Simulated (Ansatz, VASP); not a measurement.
**GaP: VASP beside Ansatz**

```
CELL_PARAMETERS angstrom
0.00000 2.78051 2.73129
2.78051 0.00000 2.73129
2.78051 2.78051 0.00000
ATOMIC_POSITIONS crystal
Ga 0.00000 0.00000 0.00000
P 0.25000 0.25000 0.25000
```

Change from the starting cell: strained cell.

Alike in both runs: task relaxation of the atoms; functional PBE; k mesh 8 × 8 × 8; occupations gaussian, width 0.02 eV; no spin polarisation.

```csv
,VASP,Ansatz
version,VASP 6.6.1,Ansatz 0.2.0
potentials or method,"VASP PAW PBE potentials, release 64 (Ga_d, P), cutoff 450 eV","scalar-relativistic, plane waves, PAW"
valence electrons in the cell,18,18
```

```tsv
	VASP	Ansatz	Ansatz less VASP
gap on the k mesh at the Fermi level, each at its own relaxed structure (eV)	1.41	1.42	+0.003
```

Ansatz's warnings: stress scf threshold loose.

Noted on VASP's run: the relaxation stopped at its first step, so nothing moved.
